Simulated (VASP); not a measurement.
Wanted: the native input for a VASP 6.6.1 run.

```yaml
Task: relaxation of cell and atoms
Functional: PBE
Potentials_or_basis: VASP PAW PBE potentials, release 64 (Ge_d)
Cutoff: 600 eV
k_mesh: 21 × 21 × 21
Occupations: fermi-dirac, width 0.1 eV
Spin: no spin polarisation
Dipole_correction: no
Further_INCAR_settings: ALGO = Normal; EDIFF = 1e-07; IBRION = 2; EDIFFG = -0.005; NSW = 60; ISIF = 3
```

The structure of Ge lies in POSCAR:

```
Ge
1.0
   -1.6809877034      1.6809877034      1.6809877034
    1.6809877034     -1.6809877034      1.6809877034
    1.6809877034      1.6809877034     -1.6809877034
Ge
1
Direct
    0.0000000000      0.0000000000      0.0000000000
```

This isn't the form of Ge at room conditions, which is diamond.

The input as run:

INCAR

```
SYSTEM = Ge
PREC = Accurate
ENCUT = 600
EDIFF = 1E-7
ISMEAR = -1
SIGMA = 0.1
LREAL = .FALSE.
LASPH = .TRUE.
NELM = 80
ALGO = Normal
ISIF = 3
LWAVE = .FALSE.
LCHARG = .FALSE.
GGA = PE
IBRION = 2
NSW = 60
EDIFFG = -0.005
```

KPOINTS

```
regular mesh
0
G
  21 21 21
  0 0 0
```

Potentials or basis: VASP PAW PBE potentials, release 64 (Ge_d).

Command:

```console
$ cat potpaw_PBE.64/Ge_d/POTCAR > POTCAR
$ mpirun -np 1 vasp_std > vasp.out
```

It gave:

The relaxed volume is 19.31 Å³/atom, the relaxed cell is a = 2.927 Å, b = 2.927 Å, c = 2.927 Å, α = 109.47°, β = 109.47°, γ = 109.47° and the space group after relaxing (to 0.1 Å) is Im-3m (No. 229). The energy gained by relaxing is 1.0 meV/atom. The ionic steps are 4. The pressure after relaxing is 0.0 GPa. The band gap on the k mesh is zero (bands 7 and 8 overlap by 11.86 eV).

Wall time 2 min on 1 thread of AMD EPYC 7R13 Processor (Zen 3), with other jobs on the host, peak memory 0.17 GiB.
